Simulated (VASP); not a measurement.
# Ba (Im-3m) in VASP: further runs

Runs on Ba. Level: PBEsol. Tasks: single point, relaxation of volume and atoms at fixed shape.

Everything below comes from runs of VASP 6.6.1. Logs are shortened: lines on timing, memory, paths and dates and some standing lists are left out, and cuts for length are marked.

## 1. The cell of the first run

It takes space group Im-3m (No. 229, cubic). Conventional cell: a = 4.848 Å, b = 4.848 Å, c = 4.848 Å, α = 90.00°, β = 90.00°, γ = 90.00°. Ba (site symmetry m-3m) has 14 Ba at 4.20 to 4.85 Å within 5.5 Å.

## 2. Single point, PBEsol

INCAR reads:

```
PREC = Accurate
ENCUT = 520
EDIFF = 1E-6
ISMEAR = 1
SIGMA = 0.05
LREAL = F
LASPH = T
NELM = 80
ALGO = Normal
ISIF = 2
LWAVE = F
LCHARG = F
GGA = PS
NBANDS = 11
```

KPOINTS reads:

```
regular mesh
0
Gamma
  5 5 5
```

POSCAR reads:

```
Ba
1.0
   -2.4239006473      2.4239006473      2.4239006473
    2.4239006473     -2.4239006473      2.4239006473
    2.4239006473      2.4239006473     -2.4239006473
Ba
1
Direct
    0.0000000000      0.0000000000      0.0000000000
```

Potentials or basis: VASP PAW PBE potentials, release 64 (Ba_sv).

Launch:

```
$ cat potpaw_PBE.64/Ba_sv/POTCAR > POTCAR
$ mpirun -np 1 vasp_std > vasp.out
```

OUTCAR:

```text
PREC = Accurate
   ENCUT = 520
   EDIFF = 1E-6
   ISMEAR = 1
   LREAL = F
   LASPH = T
   NELM = 80
   ISIF = 2
   GGA = PS

 ion  position               nearest neighbor table
   1  0.000  0.000  0.000-

  LATTYP: Found a body centered cubic cell.
 ALAT       =     4.8478012946

  Lattice vectors:

 A1 = (  -2.4239006473,   2.4239006473,   2.4239006473)
 A2 = (   2.4239006473,  -2.4239006473,   2.4239006473)
 A3 = (   2.4239006473,   2.4239006473,  -2.4239006473)

Analysis of symmetry for initial positions (statically):
=====================================================================
 Subroutine PRICEL returns:
 Original cell was already a primitive cell.

 Routine SETGRP: Setting up the symmetry group for a
 body centered cubic supercell.

 Subroutine GETGRP returns: Found 48 space group operations
 (whereof 48 operations were pure point group operations)
 out of a pool of 48 trial point group operations.

The static configuration has the point symmetry O_h .

Analysis of symmetry for dynamics (positions and initial velocities):
=====================================================================
 Subroutine PRICEL returns:
 Original cell was already a primitive cell.

 Routine SETGRP: Setting up the symmetry group for a
 body centered cubic supercell.

 Subroutine GETGRP returns: Found 48 space group operations
 (whereof 48 operations were pure point group operations)
 out of a pool of 48 trial point group operations.

The dynamic configuration has the point symmetry O_h .

 Subroutine INISYM returns: Found 48 space group operations
 (whereof 48 operations are pure point group operations),
 and found     1 'primitive' translations

----------------------------------------------------------------------------------------

                                     Primitive cell

  volume of cell :      56.9645

  direct lattice vectors                    reciprocal lattice vectors
    -2.423900647  2.423900647  2.423900647     0.000000000  0.206279082  0.206279082
     2.423900647 -2.423900647  2.423900647     0.206279082  0.000000000  0.206279082
     2.423900647  2.423900647 -2.423900647     0.206279082  0.206279082  0.000000000

  length of vectors
     4.198319074  4.198319074  4.198319074     0.291722675  0.291722675  0.291722675

  position of ions in fractional coordinates (direct lattice)
     0.000000000  0.000000000  0.000000000

  ion indices of the primitive-cell ions
   primitive index   ion index
                 1           1

----------------------------------------------------------------------------------------

 KPOINTS: regular mesh

Automatic generation of k-mesh.
 Grid dimensions read from file:
 generate k-points for:    5    5    5

 Generating k-lattice:

  Cartesian coordinates                     Fractional coordinates (reciprocal lattice)
     0.000000000  0.041255816  0.041255816     0.200000000  0.000000000  0.000000000
     0.041255816  0.000000000  0.041255816     0.000000000  0.200000000  0.000000000
     0.041255816  0.041255816  0.000000000     0.000000000  0.000000000  0.200000000

  Length of vectors
     0.058344535  0.058344535  0.058344535

  Shift w.r.t. Gamma in fractional coordinates (k-lattice)
     0.000000000  0.000000000  0.000000000

 Subroutine IBZKPT returns following result:
 ===========================================

 Found     10 irreducible k-points:

 Following reciprocal coordinates:
            Coordinates               Weight
  0.000000  0.000000  0.000000      1.000000
  0.200000  0.000000  0.000000     12.000000
  0.400000  0.000000  0.000000     12.000000
  0.200000  0.200000  0.000000     24.000000
  0.400000  0.200000  0.000000     24.000000
  0.200000  0.200000  0.200000      8.000000
 -0.200000  0.200000  0.200000      6.000000
 -0.400000  0.400000  0.200000     24.000000
 -0.400000 -0.400000  0.200000      8.000000
 -0.400000  0.400000  0.400000      6.000000
   k-points           NKPTS =     10   k-points in BZ     NKDIM =     10   number of bands    NBANDS=     11
   number of dos      NEDOS =    301   number of ions     NIONS =      1
   total plane-waves  NPLWV =  32768
   dimension x,y,z NGX =    32 NGY =   32 NGZ =   32
   dimension x,y,z NGXF=    64 NGYF=   64 NGZF=   64
   ions per type =               1
   NGX,Y,Z   is equivalent  to a cutoff of  12.67, 12.67, 12.67 a.u.
   NGXF,Y,Z  is equivalent  to a cutoff of  25.34, 25.34, 25.34 a.u.
 SYSTEM =  unknown system
   PREC   = accura    normal or accurate (medium, high low for compatibility)
   ISTART =      0    job   : 0-new  1-cont  2-samecut
   ICHARG =      2    charge: 1-file 2-atom 10-const
   ISPIN  =      1    spin polarized calculation?
   LNONCOLLINEAR =      F non collinear calculations
   LSORBIT =      F    spin-orbit coupling
   LASPH  =      T    aspherical Exc in radial PAW
   ENCUT  =  520.0 eV  38.22 Ry    6.18 a.u.   7.81  7.81  7.81*2*pi/ulx,y,z
   NELM   =     80;   NELMIN=  2; NELMDL= -5     # of ELM steps
   EDIFF  = 0.1E-05   stopping-criterion for ELM
   LREAL  =      F    real-space projection
   EDIFFG = 0.1E-04   stopping-criterion for IOM
   NSW    =      0    number of steps for IOM
   IBRION =     -1    ionic relax: 0-MD 1-quasi-New 2-CG
   NFREE  =      0    steps in history (QN), initial steepest desc. (CG)
   ISIF   =      2    stress and relaxation
   ISYM   =      2    0-nonsym 1-usesym 2-fastsym
   POTIM  = 0.5000    time-step for ionic-motion
   TEBEG  =    0.0;   TEEND  =   0.0 temperature during run
   PSTRESS=    0.0 pullay stress
   NELECT =      10.0000    total number of electrons
   NUPDOWN=      -1.0000    fix difference up-down
   EMIN   =  10.00;   EMAX   =-10.00  energy-range for DOS
   EFERMI =   0.00;   METHOD = LEGACY
   ISMEAR =     1;   SIGMA  =   0.05  broadening in eV -4-tet -1-fermi 0-gaus
   EFERMI_NEDOS =   21; number of points for ismear=-14 and -15
   IALGO  =     38    algorithm
   IMIX   =      4    mixing-type and parameters
     AMIX     =   0.40;   BMIX     =  1.00
     AMIX_MAG =   1.60;   BMIX_MAG =  1.00
  volume/ion in A,a.u.               =      56.96       384.42
  Fermi-wavevector in a.u.,A,eV,Ry     =   0.916657  1.732230 11.432423  0.840259
  Thomas-Fermi vector in A             =   2.041537
   LORBIT       =      0    0 simple, 1 ext, 2 COOP (PROOUT), +10 PAW based schemes
   GGA     = PS    functional components
   LHFCALC =     F    Hartree Fock is set to
   AEXX    =    0.0000 exact exchange contribution
   IVDW    =     0    specifies the selected vdW correction
   LEPSILON=     F    determine dielectric tensor
   LRPA    =     F    only Hartree local field effects (RPA)
 non-spin polarized calculation
 Methfessel and Paxton  Order N= 1 SIGMA  =   0.05
  energy-cutoff  :      520.00
  volume of cell :       56.96
 maximum number of plane-waves:      1545
   NGX = 15   NGY = 15   NGZ = 15

 number of electron      10.0000001 magnetization

 Free energy of the ion-electron system (eV)
  ---------------------------------------------------
  ext. energy  EPLUGINS =         0.00000000
  ---------------------------------------------------
  free energy    TOTEN  =        -2.15913410 eV

  energy without entropy =       -2.15744759  energy(sigma->0) =       -2.15857193

 E-fermi :   1.9160     XC(G=0):  -7.8406

 val. band max:        1.9084968633   @ k =  -0.4000  -0.4000   0.2000
 cond. band min:       2.2108238406   @ k =   0.2000   0.2000   0.2000
 fundamental gap:      0.3023269772
 Fermi energy:         1.9159740871

 k-point     1 :       0.0000    0.0000    0.0000
  band No.  band energies     occupation
      1     -26.8175      2.00000
      2     -11.6793      2.00000
      3     -11.6793      2.00000
      4     -11.6793      2.00000
      5      -0.9321      2.00000
      6       3.8008      0.00000
      7       3.8008      0.00000
      8       3.8008      0.00000
      9       5.3777      0.00000
     10       5.3777      0.00000
     11       9.1112      0.00000

 k-point     2 :       0.2000    0.0000    0.0000
  band No.  band energies     occupation
      1     -26.7943      2.00000
      2     -11.9148      2.00000
      3     -11.7510      2.00000
      4     -11.6814      2.00000
      5      -0.1628      2.00000
      6       3.2553      0.00000
      7       3.3164      0.00000
      8       4.6492      0.00000
      9       5.0103      0.00000
     10       5.3774      0.00000
     11       9.7304      0.00000

 k-point     3 :       0.4000    0.0000    0.0000
  band No.  band energies     occupation
      1     -26.7563      2.00000
      2     -12.2632      2.00000
      3     -11.8630      2.00000
      4     -11.6849      2.00000
      5       0.8481      2.00000
      6       2.6234     -0.00000
      7       3.1768      0.00000
      8       5.4120      0.00000
      9       5.8143      0.00000
     10       6.8692      0.00000
     11       8.2847      0.00000

 k-point     4 :       0.2000    0.2000    0.0000
  band No.  band energies     occupation
      1     -26.7636      2.00000
      2     -12.1469      2.00000
      3     -11.8546      2.00000
      4     -11.7312      2.00000
      5       0.9512      2.00000
      6       2.5875     -0.00000
      7       2.8958     -0.00000
      8       4.9339      0.00000
      9       5.9321      0.00000
     10       6.3011      0.00000
     11       9.2020      0.00000

 k-point     5 :       0.4000    0.2000    0.0000
  band No.  band energies     occupation
      1     -26.7445      2.00000
      2     -12.2425      2.00000
      3     -11.9761      2.00000
      4     -11.7456      2.00000
      5       1.4830      2.00000
      6       2.5194     -0.00000
      7       2.9401      0.00000
      8       5.2252      0.00000
      9       6.0552      0.00000
     10       7.8542      0.00000
     11       8.2315      0.00000

 k-point     6 :       0.2000    0.2000    0.2000
  band No.  band energies     occupation
      1     -26.7481      2.00000
      2     -12.1630      2.00000
      3     -11.8988      2.00000
      4     -11.8988      2.00000
      5       2.2108     -0.00000
      6       2.4007     -0.00000
      7       2.4007     -0.00000
      8       6.0066      0.00000
      9       6.0066      0.00000
     10       7.0596      0.00000
     11       8.6309      0.00000

 k-point     7 :      -0.2000    0.2000    0.2000
  band No.  band energies     occupation
      1     -26.7732      2.00000
      2     -11.9509      2.00000
      3     -11.8271      2.00000
      4     -11.8271      2.00000
      5       0.5189      2.00000
      6       3.1874      0.00000
      7       3.7128      0.00000
      8       3.7128      0.00000
      9       4.6102      0.00000
     10       6.1164      0.00000
     11       9.4532      0.00000

 k-point     8 :      -0.4000    0.4000    0.2000
  band No.  band energies     occupation
      1     -26.7387      2.00000
      2     -12.2045      2.00000
      3     -11.9458      2.00000
      4     -11.8449      2.00000
      5       1.4649      2.00000
      6       2.3277     -0.00000
      7       3.4395      0.00000
      8       4.1585      0.00000
      9       6.1018      0.00000
     10       6.6012      0.00000
     11       9.3424      0.00000

 k-point     9 :      -0.4000   -0.4000    0.2000
  band No.  band energies     occupation
      1     -26.7233      2.00000
      2     -12.1400      2.00000
      3     -12.1400      2.00000
      4     -11.8748      2.00000
      5       1.9085      1.25000
      6       1.9085      1.25000
      7       3.0003      0.00000
      8       5.6095      0.00000
      9       5.6095      0.00000
     10       7.7626      0.00000
     11       8.9200      0.00000

 k-point    10 :      -0.4000    0.4000    0.4000
  band No.  band energies     occupation
      1     -26.7102      2.00000
      2     -12.1193      2.00000
      3     -12.0746      2.00000
      4     -12.0746      2.00000
      5       1.4185      2.00000
      6       1.4640      2.00000
      7       5.2723      0.00000
      8       5.2723      0.00000
      9       5.8839      0.00000
     10       6.5660      0.00000
     11       9.0383      0.00000

------------------------ aborting loop because EDIFF is reached ----------------------------------------

  FORCE on cell =-STRESS in cart. coord.  units (eV):
  Direction    XX          YY          ZZ          XY          YZ          ZX
  --------------------------------------------------------------------------------------
  -------------------------------------------------------------------------------------
  Total        0.0301538      0.0301538      0.0301538      0.0000000      0.0000000      0.0000000
  in kB        0.8481012      0.8481012      0.8481012      0.0000000      0.0000000      0.0000000
  external PRESSURE =       0.8481012 kB  Pullay stress =       0.0000000 kB

 VOLUME and BASIS-vectors are now :
 -----------------------------------------------------------------------------
  energy-cutoff  :      520.00
  volume of cell :       56.96
      direct lattice vectors                 reciprocal lattice vectors
    -2.423900647  2.423900647  2.423900647     0.000000000  0.206279082  0.206279082
     2.423900647 -2.423900647  2.423900647     0.206279082  0.000000000  0.206279082
     2.423900647  2.423900647 -2.423900647     0.206279082  0.206279082  0.000000000

 POSITION                                       TOTAL-FORCE (eV/Angst)
 -----------------------------------------------------------------------------------
      0.00000      0.00000      0.00000        -0.000000     -0.000000     -0.000000
 -----------------------------------------------------------------------------------
    total drift:                               -0.000000      0.000000      0.000000

  FREE ENERGIE OF THE ION-ELECTRON SYSTEM (eV)
  ---------------------------------------------------
  free  energy   TOTEN  =        -2.1591340998 eV

  energy  without entropy=       -2.1574475861  energy(sigma->0) =       -2.15857193
```

It took 4.7 s on 1 thread of Intel Xeon Platinum 8559C (Emerald Rapids), shared host; peak memory 0.16 GiB.

What came out:

```yaml
Free_energy: -2.1591 eV
Pressure: 0.1 GPa
Band_gap_on_the_k_mesh: zero (band 5 reaches 2.21 eV, above the bottom of band 6 at 1.46 eV)
```

Caveat: the k points lie up to 0.37 Å⁻¹ apart; the PAW data sets were made with another functional, which shifts forces and pressure a little; spin-orbit coupling is left out, which moves the levels of the heavy elements.

[end of part 1 of 2]
